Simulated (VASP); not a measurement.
A run of VASP 6.6.1 is set up as follows.

File POSCAR:

```
C
1.0
    2.5051726443      0.0000000000      0.0000000000
   -1.2525863222      2.1695431509      0.0000000000
    0.0000000000      0.0000000000      8.1818157839
C
8
Direct
    0.6666666667      0.3333333333      0.8437500000
    0.3333333333      0.6666666667      0.3437500000
    0.6666666667      0.3333333333      0.6562500000
    0.3333333333      0.6666666667      0.1562500000
    0.0000000000      0.0000000000      0.9062500000
    0.0000000000      0.0000000000      0.4062500000
    0.0000000000      0.0000000000      0.5937500000
    0.0000000000      0.0000000000      0.0937500000
```

File INCAR.step1:

```
SYSTEM = C
PREC = Accurate
ENCUT = 520
ISMEAR = -1
SIGMA = 0.05
LREAL = .False.
LASPH = .True.
NELM = 100
NBANDS = 26
GGA = PE
ALGO = Normal
EDIFF = 1E-4
LWAVE = .True.
LCHARG = .False.
```

The input INCAR.step2:

```
SYSTEM = C
PREC = Accurate
ENCUT = 520
EDIFF = 1E-7
ISMEAR = -1
SIGMA = 0.05
LREAL = .False.
LASPH = .True.
NELM = 100
ALGO = Normal
ISIF = 2
LWAVE = .False.
LCHARG = .False.
METAGGA = R2SCAN
LMIXTAU = .True.
IVDW = 12
VDW_S6 = 1.0
VDW_S8 = 0.78981345
VDW_A1 = 0.49484001
VDW_A2 = 5.73083694
NBANDS = 26
ISTART = 1
```

KPOINTS

```
Automatic mesh
0
Gamma
  12 12 4
  0 0 0
```

Potentials or basis: VASP PAW PBE potentials, release 64 (C).

The run is started by

```bash
$ cat potpaw_PBE.64/C/POTCAR > POTCAR
$ cp INCAR.step1 INCAR
$ mpirun -np 1 vasp_std > vasp.out
$ cp INCAR.step2 INCAR
$ mpirun -np 1 vasp_std > vasp.out
```

Task: What does it give for the band gap on the k mesh?

Result: 4.67 eV, indirect (least direct gap 5.45 eV).

Task: Estimate the pressure.

Result: 5.9 GPa.

Task: Predict the largest force.

Result: 0.375 eV/Å.

Task: What does it give for the dispersion energy per atom?

Result: -0.092 eV.

Forces in eV/Å, atoms in the order of the input:
```
C    0.000  0.000  0.342
C    0.000  0.000  0.342
C    0.000  0.000 -0.342
C    0.000  0.000 -0.342
C    0.000  0.000  0.375
C    0.000  0.000  0.375
C    0.000  0.000 -0.375
C    0.000  0.000 -0.375
```

Caveat: the PAW data sets were made with another functional, which shifts forces and pressure a little. r2SCAN opens gaps a little over a GGA but as a rule still falls short of measured ones.
